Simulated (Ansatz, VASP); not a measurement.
**C in VASP and in Ansatz**

```xyz
10
Lattice="0.0000 1.4232 -3.3614 -2.4650 0.0000 0.0000 2.6704 10.3570 1.5175" Properties=species:S:1:pos:R:3 pbc="T T T"
C     0.9860    8.8236    1.0077
C    -1.4790    1.7078   -2.3537
C    -0.2465    3.8425   -2.3537
C    -1.4790    4.5541    1.0077
C    -0.2465    6.6889    1.0077
C    -0.2465    2.4194   -2.3523
C    -1.4790    3.1310    1.0091
C    -0.2465    5.2657    1.0091
C    -1.4790    7.4005    1.0091
C    -0.2465    9.5352    1.0091
```

Alike in both runs: task single point; functional PBE; dispersion D3(BJ); k mesh 7 × 11 × 3; occupations gaussian, width 0.05 eV; no spin polarisation.

|  | VASP | Ansatz |
| --- | --- | --- |
| version | VASP 6.6.1 | Ansatz 0.2.0 |
| potentials or method | VASP PAW PBE potentials, release 64 (C), cutoff 520 eV | scalar-relativistic, plane waves, PAW |
| valence electrons in the cell | 40 | 40 |

|  | VASP | Ansatz | Ansatz less VASP |
| --- | --- | --- | --- |
| gap on the k mesh at the Fermi level (eV) | none | none | - |
| pressure (GPa) | 0.7 | 0.3 | -0.41 |
| traceless stress, the component that is largest in VASP (GPa) | 6.21 | 6.20 | -0.005 |
| rms of the force components (eV/Å) | 0.734 | 0.738 | +0.0035 |

Atom by atom the forces differ by 0.011 eV/Å (rms over components). A gap of «none» marks a metal or a gap that the smearing closes.
